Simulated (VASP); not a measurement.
The system is GeP5.

```
CELL_PARAMETERS angstrom
5.95681 0.00000 0.00000
-2.97840 5.15875 0.00000
0.00000 0.00000 4.06695
ATOMIC_POSITIONS crystal
Ge 0.66667 0.33333 0.50000
P 0.15211 0.84789 0.00000
P 0.15211 0.30421 0.00000
P 0.69579 0.84789 0.00000
P 0.33333 0.66667 0.00000
P 0.00000 0.00000 0.50000
```

The cell was built from a structure type or drawn by symmetry, and may not be a known phase.

```yaml
Program: VASP 6.6.1
Task: relaxation of cell and atoms
Functional: PBE
Potentials_or_basis: VASP PAW PBE potentials, release 64 (Ge_d, P)
Cutoff: 600 eV
k_mesh: 3 × 3 × 4
Occupations: gaussian, width 0.1 eV
Spin: no spin polarisation
```

At the start: pressure 12.4 GPa; volume 20.83 Å³/atom.

Where does the relaxation end?

Over 12 steps the energy falls by 342.2 meV/atom and the volume is 22.01 Å³/atom (+5.7 %); space group P-6m2 (No. 187, to 0.1 Å) before and after.

The path:
```tsv
step	energy change (eV)	largest force (eV/Å)	pressure (GPa)	volume (Å³)
1	0.0000	6.4882	12.38	124.98
2	-1.2965	0.4313	-4.96	155.53
3	-1.9344	0.4332	-2.67	139.78
4	-1.9372	0.5007	-2.45	139.34
5	-1.9383	0.5864	-2.21	138.82
6	-2.0327	0.3205	-0.60	133.59
7	-2.0469	0.1153	0.40	130.98
8	-2.0469	0.1012	0.54	130.82
9	-2.0528	0.0364	0.20	131.56
10	-2.0529	0.0534	0.13	131.65
11	-2.0529	0.0499	0.18	131.63
12	-2.0533	0.0005	-0.01	132.07
```

Final structure:
```cif
data_structure
_symmetry_space_group_name_H-M 'P 1'
_symmetry_Int_Tables_number 1
_cell_length_a 6.1529
_cell_length_b 6.1529
_cell_length_c 4.0282
_cell_angle_alpha 90.000
_cell_angle_beta 90.000
_cell_angle_gamma 120.000
_cell_volume 132.07
loop_
_atom_site_label
_atom_site_type_symbol
_atom_site_fract_x
_atom_site_fract_y
_atom_site_fract_z
_atom_site_occupancy
Ge1 Ge 0.66667 0.33333 0.50000 1
P1 P 0.13145 0.86855 0.00000 1
P2 P 0.13145 0.26289 0.00000 1
P3 P 0.73711 0.86855 0.00000 1
P4 P 0.33333 0.66667 0.00000 1
P5 P 0.00000 0.00000 0.50000 1
```

Caveat: the k points lie up to 0.39 Å⁻¹ apart in the final cell, too coarse for converged energies and pressures of a metal.
